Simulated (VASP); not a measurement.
Here is a VASP 6.6.1 calculation.

Contents of INCAR:

```
SYSTEM = SiC
PREC = Accurate ; ENCUT = 600
EDIFF = 1E-7 ; ISMEAR = 0
SIGMA = 0.01 ; LREAL = .FALSE.
LASPH = .TRUE. ; NELM = 80
ALGO = Normal ; ISIF = 3
LWAVE = .FALSE. ; LCHARG = .FALSE.
GGA = PE ; IBRION = 2
NSW = 80 ; EDIFFG = -0.002
```

File KPOINTS:

```
regular mesh
0
G
  12 12 3
  0 0 0
```

The input POSCAR:

```
SiC
1.0
    3.0800000000      0.0000000000      0.0000000000
   -1.5400000000      2.6673582437      0.0000000000
    0.0000000000      0.0000000000     10.0800000000
Si C
4 4
Direct
    0.0000000000      0.0000000000      0.0000000000
    0.3333333333      0.6666666667      0.2500000000
    0.6666666667      0.3333333333      0.5000000000
    0.3333333333      0.6666666667      0.7500000000
    0.0000000000      0.0000000000      0.1875000000
    0.3333333333      0.6666666667      0.4375000000
    0.6666666667      0.3333333333      0.6875000000
    0.3333333333      0.6666666667      0.9375000000
```

Potentials or basis: VASP PAW PBE potentials, release 64 (Si, C).

Launch:

```sh
$ cat potpaw_PBE.64/Si/POTCAR potpaw_PBE.64/C/POTCAR > POTCAR
$ mpirun -np 1 vasp_std > vasp.out
```

What does it give for the relaxed volume?

10.49 Å³/atom.

What does it give for the relaxed cell?

a = 3.093 Å, b = 3.093 Å, c = 10.127 Å, α = 90.00°, β = 90.00°, γ = 120.00°.

Final structure:
```cif
data_structure
_symmetry_space_group_name_H-M 'P 1'
_symmetry_Int_Tables_number 1
_cell_length_a 3.0932
_cell_length_b 3.0932
_cell_length_c 10.1267
_cell_angle_alpha 90.000
_cell_angle_beta 90.000
_cell_angle_gamma 120.000
_cell_volume 83.91
loop_
_atom_site_label
_atom_site_type_symbol
_atom_site_fract_x
_atom_site_fract_y
_atom_site_fract_z
_atom_site_occupancy
Si1 Si 0.00000 0.00000 0.99990 1
Si2 Si 0.33333 0.66667 0.24985 1
Si3 Si 0.66667 0.33333 0.49990 1
Si4 Si 0.33333 0.66667 0.74985 1
C1 C 0.00000 0.00000 0.18794 1
C2 C 0.33333 0.66667 0.43730 1
C3 C 0.66667 0.33333 0.68794 1
C4 C 0.33333 0.66667 0.93730 1
```
